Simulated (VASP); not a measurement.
Runs of VASP 6.6.1 on Zn3GeO. The structure is that of space group P4/mmm (No. 123), or close to it. The cells are those of the table. 

```tsv
task	cell	k mesh	cutoff (eV)	gap on the mesh (eV)	pressure (GPa)	largest force (eV/Å)
single point	a = 3.061, b = 3.061, c = 8.208 Å, 5 atoms	6 × 6 × 4	520	none	0.2	0.01
single point	a = 3.500, b = 3.500, c = 5.863 Å, 5 atoms	6 × 6 × 4	520	none	33.5	(a)
single point	a = 3.034, b = 3.034, c = 8.374 Å, 5 atoms	12 × 12 × 6	520	none	0.2	0.01
relaxation of cell and atoms	relaxed from a = 3.500, b = 3.500, c = 5.863 Å, 5 atoms	6 × 6 × 4	600	none	-0.2	0.03
```

Alike in all rows: level PBE; potentials or basis VASP PAW PBE potentials, release 64 (Zn, Ge_d, O); no spin polarisation; smearing gaussian 0.1 eV.

**Question.** Estimate the missing entries.

**Answer.** (a) 5.15.

Caveats: forces of over 1 eV/Å act on the atoms, so gaps and moduli don't describe the material at rest (some runs).

A k mesh can miss the band edges, and the runs leave out spin-orbit coupling on Ge.

A gap of «none» marks levels without a gap at the run's occupations.
